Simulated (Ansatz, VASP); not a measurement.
**B: VASP beside Ansatz**

```
B
1.0
     2.31841    0.00000    0.00000
    -1.15921    2.00781    0.00000
     0.00000    0.00000    5.46043
B
4
Direct
  0.00000 0.00000 0.00000
  0.00000 0.00000 0.50000
  0.33333 0.66667 0.75000
  0.66667 0.33333 0.25000
```

Alike in both runs: functional PBEsol; k mesh 24 × 24 × 8; occupations gaussian, width 0.1 eV; no spin polarisation.

Ansatz relaxed the structure, and its values are those at the end. VASP's run is a single point on that final structure, the one shown.

|  | VASP | Ansatz |
| --- | --- | --- |
| version | VASP 6.6.1 | Ansatz 0.2.0 |
| potentials or method | VASP PAW PBE potentials, release 64 (B), cutoff 520 eV | scalar-relativistic, plane waves, PAW |
| valence electrons in the cell | 12 | 12 |

|  | VASP | Ansatz | Ansatz less VASP |
| --- | --- | --- | --- |
| gap on the k mesh at the Fermi level (eV) | none | none | - |
| pressure (GPa) | 0.2 | 0.0 | -0.22 |

VASP's potentials were made for PBE, not for PBEsol. A gap of «none» marks a metal or a gap that the smearing closes.
